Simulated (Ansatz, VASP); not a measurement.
**Al: VASP and Ansatz over several settings**

```
Al
1.0
    -1.57590    1.65692    1.65798
     1.47948   -1.59764    1.50228
     1.61445    1.63620   -1.59870
Al
1
Cartesian
  0.0000 0.0000 0.0000
```

Change from the starting cell: cell sheared at random, sigma 0.03, atoms nudged by 0.01 Å.

Single points on this cell with VASP 6.6.1 and Ansatz 0.2.0. Each row is one pair of runs. Alike in all rows: spin: off; k mesh: 6 × 6 × 6; smearing: fermi-dirac, width 0.05 eV; VASP's potentials, cutoff: VASP PAW PBE potentials, release 64 (Al), 520 eV.

| level | Ansatz's potentials, cutoff | gap on the k mesh at the Fermi level (eV), VASP | gap on the k mesh at the Fermi level (eV), Ansatz | pressure (GPa), VASP | pressure (GPa), Ansatz |
| --- | --- | --- | --- | --- | --- |
| B3LYP | Ansatz PAW, 420 eV | none | none | 7.1 | 6.9 |
| r2SCANh | Ansatz PAW, 500 eV | none | none | 1.8 | 2.1 |
| r2SCAN50 | Ansatz PAW, 500 eV | none | none | 2.4 | 2.4 |

Pressure (GPa): the two programs differ by at most 0.29.

A gap of «none» marks a metal or a gap that the smearing closes.

The k mesh is coarse, so the values compare programs but aren't converged.
